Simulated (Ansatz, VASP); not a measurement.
## Two plane-wave programs on In

```
CELL_PARAMETERS angstrom
3.37691 0.00000 0.00000
0.24723 3.36784 0.00000
-1.81207 -1.68392 2.29876
ATOMIC_POSITIONS crystal
In 0.00000 0.00000 0.00000
```

Alike in both runs: task single point; functional RPBE; k mesh 11 × 11 × 11; occupations gaussian, width 0.02 eV; no spin polarisation.

|  | VASP | Ansatz |
| --- | --- | --- |
| version | VASP 6.6.1 | Ansatz 0.2.0 |
| potentials or method | VASP PAW PBE potentials, release 64 (In_d) | Ansatz PAW |
| plane-wave cutoff (eV) | 520 | 420 |
| valence electrons in the cell | 13 | 13 |

```csv
,VASP,Ansatz,Ansatz less VASP
gap on the k mesh at the Fermi level (eV),none,none,-
pressure (GPa),3.7,3.7,+0.04
"traceless stress, the component that is largest in VASP (GPa)",-0.33,-0.33,+0.001
```

VASP's potentials were made for PBE, not for RPBE. A gap of «none» marks a metal or a gap that the smearing closes.
